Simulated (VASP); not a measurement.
# Cd (P6_3/mmc) in VASP: further runs, part 2 of 2

VASP 6.6.1.

### 3 Single point, PBE (strain -0.0400 x Voigt [1, 1, 0, 0, 0, 0])

Input file INCAR:

```
SYSTEM = Cd
PREC     = Accurate       ! precision mode
ENCUT    = 630            ! plane-wave cutoff, eV
EDIFF    = 1E-6           ! SCF threshold, eV
ISMEAR   = 0              ! smearing method
SIGMA    = 0.15           ! smearing width, eV
LREAL    = .FALSE.        ! projectors in reciprocal space
LASPH    = .TRUE.         ! aspherical terms in the spheres
NELM     = 120            ! most SCF steps
ALGO     = Normal         ! electronic algorithm
ISIF     = 2              ! what is computed and relaxed
LWAVE    = .FALSE.        ! write WAVECAR
LCHARG   = .FALSE.        ! write CHGCAR
GGA      = PE             ! functional
NBANDS   = 27             ! bands
GGA_COMPAT= .FALSE.
```

Input file KPOINTS:

```
regular mesh
0
G
  18 18 8
  0 0 0
```

Input file POSCAR:

```
Cd
1.0
    2.8597176077      0.0000000000      0.0000000000
   -1.4298588039      2.4765880960      0.0000000000
    0.0000000000      0.0000000000      5.6176500000
Cd
2
Direct
    0.3333333333      0.6666666667      0.2500000000
    0.6666666667      0.3333333333      0.7500000000
```

Potentials or basis: VASP PAW PBE potentials, release 64 (Cd_sv_GW).

Started as:

```
cat potpaw_PBE.64/Cd_sv_GW/POTCAR > POTCAR
mpirun -np 1 vasp_std > vasp.out
```

OUTCAR:

```text
SYSTEM = Cd
   PREC = Accurate
   ENCUT = 630
   EDIFF = 1E-6
   ISMEAR = 0
   LREAL = .FALSE.
   LASPH = .TRUE.
   NELM = 120
   ISIF = 2
   GGA = PE

 ion  position               nearest neighbor table
   1  0.333  0.667  0.250-
   2  0.667  0.333  0.750-

  LATTYP: Found a hexagonal cell.
 ALAT       =     2.8597176077
 C/A-ratio  =     1.9644072495

  Lattice vectors:

 A1 = (   2.8597176077,   0.0000000000,   0.0000000000)
 A2 = (  -1.4298588039,   2.4765880960,   0.0000000000)
 A3 = (   0.0000000000,   0.0000000000,   5.6176500000)

Analysis of symmetry for initial positions (statically):
=====================================================================
 Subroutine PRICEL returns:
 Original cell was already a primitive cell.

 Routine SETGRP: Setting up the symmetry group for a
 hexagonal supercell.

 Subroutine GETGRP returns: Found 24 space group operations
 (whereof 12 operations were pure point group operations)
 out of a pool of 24 trial point group operations.

The static configuration has the point symmetry D_3d.
 The point group associated with its full space group is D_6h.

Analysis of symmetry for dynamics (positions and initial velocities):
[... 158 lines left out ...]

  energy without entropy =       -1.41754359  energy(sigma->0) =       -1.41922090

 E-fermi :   7.4106     XC(G=0): -11.7429

 val. band max:        7.3475300708   @ k =   0.0556   0.0556   0.2500
 cond. band min:       7.4340492831   @ k =   0.1111  -0.0000   0.2500
 fundamental gap:      0.0865192123
 Fermi energy:         7.4106462774

 k-point     1 :       0.0000    0.0000    0.0000
  band No.  band energies     occupation
      1     -95.8910      2.00000
      2     -95.8897      2.00000
      3     -56.9374      2.00000
      4     -56.9145      2.00000
      5     -56.8872      2.00000
      6     -56.8872      2.00000
[... 709 lines left out ...]
     26      19.1010      0.00000
     27      19.5462      0.00000

 [... further k-points ...]

------------------------ aborting loop because EDIFF is reached ----------------------------------------

  FORCE on cell =-STRESS in cart. coord.  units (eV):
  Direction    XX          YY          ZZ          XY          YZ          ZX
  --------------------------------------------------------------------------------------
  -------------------------------------------------------------------------------------
  Total        3.0611066      3.0611066      1.4046117     -0.0000000      0.0000000      0.0000000
  in kB      123.2700104    123.2700104     56.5633682     -0.0000000      0.0000000      0.0000000
  external PRESSURE =     101.0344630 kB  Pullay stress =       0.0000000 kB

 VOLUME and BASIS-vectors are now :
 -----------------------------------------------------------------------------
  energy-cutoff  :      630.00
  volume of cell :       39.79
      direct lattice vectors                 reciprocal lattice vectors
     2.859717608  0.000000000  0.000000000     0.349684877  0.201890658  0.000000000
    -1.429858804  2.476588096  0.000000000     0.000000000  0.403781316  0.000000000
     0.000000000  0.000000000  5.617650000     0.000000000  0.000000000  0.178010378

 POSITION                                       TOTAL-FORCE (eV/Angst)
 -----------------------------------------------------------------------------------
     -0.00000      1.65106      1.40441        -0.000000      0.000000      0.000000
      1.42986      0.82553      4.21324         0.000000     -0.000000      0.000000
 -----------------------------------------------------------------------------------
    total drift:                                0.000000     -0.000000      0.000000

  FREE ENERGIE OF THE ION-ELECTRON SYSTEM (eV)
  ---------------------------------------------------
  free  energy   TOTEN  =        -1.4208982114 eV

  energy  without entropy=       -1.4175435893  energy(sigma->0) =       -1.41922090
```

Run time: 89 s. Hardware: 1 thread of Intel Xeon 6975P-C (Granite Rapids), shared host; peak memory 0.36 GiB.

What came out:

* Free energy: -1.4209 eV
* Pressure: 10.1 GPa
* Band gap on the k mesh: zero (bands 20 and 21 overlap by 5.20 eV)

Stress tensor (GPa, compression positive):
```
12.33  0.00  0.00
 0.00 12.33  0.00
 0.00  0.00  5.66
```

Levels at points of the mesh, in eV from the Fermi level:
```csv
k point,band 17,band 18,band 19,band 20,band 21,band 22,band 23,band 24
"(0.00, 0.00, 0.00)",-8.78,-8.54,-8.54,-3.54,-3.37,9.75,14.27,14.75
"(0.50, 0.00, 0.00)",-8.17,-8.15,-2.41,-1.63,2.01,3.11,3.55,5.44
"(0.00, 0.00, 0.50)",-8.65,-8.65,-7.84,-7.84,3.30,3.30,14.55,14.55
"(0.50, 0.00, 0.50)",-8.16,-8.16,-1.68,-1.68,0.51,0.51,7.96,7.96
```

Caveat: the cell differs from its parent crystal (strain -0.0400 x Voigt [1, 1, 0, 0, 0, 0]); the stress differs along the axes, from 6 to 12 GPa.

### 4 Single point, PBE (strain -0.0300 x Voigt [1, 1, 0, 0, 0, 0])

Input file INCAR:

```
ALGO     = Normal         # electronic algorithm
EDIFF    = 1E-6           # SCF threshold, eV
ENCUT    = 630            # plane-wave cutoff, eV
GGA      = PE             # functional
GGA_COMPAT= False        
ISIF     = 2              # what is computed and relaxed
ISMEAR   = 0              # smearing method
LASPH    = True           # aspherical terms in the spheres
LCHARG   = False          # write CHGCAR
LREAL    = False          # projectors in reciprocal space
LWAVE    = False          # write WAVECAR
NBANDS   = 27             # bands
NELM     = 120            # most SCF steps
PREC     = Accurate       # precision mode
SIGMA    = 0.15           # smearing width, eV
```

Input file KPOINTS:

```
k-points
0
Gamma
  18 18 8
```

Input file POSCAR:

```
Cd
1.0
    2.8895063328      0.0000000000      0.0000000000
   -1.4447531664      2.5023858886      0.0000000000
    0.0000000000      0.0000000000      5.6176500000
Cd
2
Direct
    0.3333333333      0.6666666667      0.2500000000
    0.6666666667      0.3333333333      0.7500000000
```

Started as:

```
cat potpaw_PBE.64/Cd_sv_GW/POTCAR > POTCAR
mpirun -np 1 vasp_std > vasp.out
```

Wall time 2.7 min (1 thread of Intel Xeon Platinum 8259CL at 2.50GHz (Skylake/Cascade Lake), shared host); peak memory 0.37 GiB.

It converged, with:

```yaml
Free_energy: -1.4786 eV
Pressure: 7.8 GPa
Band_gap_on_the_k_mesh: zero (bands 20 and 21 overlap by 5.06 eV)
```

Stress tensor (GPa, compression positive):
```
9.27 0.00 0.00
0.00 9.27 0.00
0.00 0.00 4.88
```

Levels at points of the mesh, in eV from the Fermi level:
```csv
k point,band 18,band 19,band 20,band 21,band 22,band 23
"(0.00, 0.00, 0.00)",-8.56,-8.56,-3.45,-3.33,9.86,14.09
"(0.50, 0.00, 0.00)",-8.21,-2.43,-1.73,1.95,3.04,3.40
"(0.00, 0.00, 0.50)",-8.67,-7.76,-7.76,3.36,3.36,14.37
"(0.50, 0.00, 0.50)",-8.22,-1.69,-1.69,0.35,0.35,7.93
```

Caveat: the cell differs from its parent crystal (strain -0.0300 x Voigt [1, 1, 0, 0, 0, 0]); the cell stands under pressure.

### 5 Summary

```tsv
cell	gap on the mesh (eV)	pressure (GPa)
a = 2.919, b = 2.919, c = 5.618 Å, angles 90.0, 90.0, 120.0°, 2 atoms	none	5.8
a = 2.860, b = 2.860, c = 5.618 Å, angles 90.0, 90.0, 120.0°, 2 atoms	none	10.1
a = 2.890, b = 2.890, c = 5.618 Å, angles 90.0, 90.0, 120.0°, 2 atoms	none	7.8
```

Alike in all rows: task single point; level PBE; potentials or basis VASP PAW PBE potentials, release 64 (Cd_sv_GW); no spin polarisation; k mesh 18 × 18 × 8; cutoff (eV) 630; smearing gaussian 0.15 eV.

Caveats: the cell stands under pressure (at least some runs); the stress differs along the axes, from 6 to 12 GPa (at least some runs).

Absolute energies hang on the potentials; compare differences alone.

The gap in the log of VASP goes by the Fermi energy; the results here count the filled bands.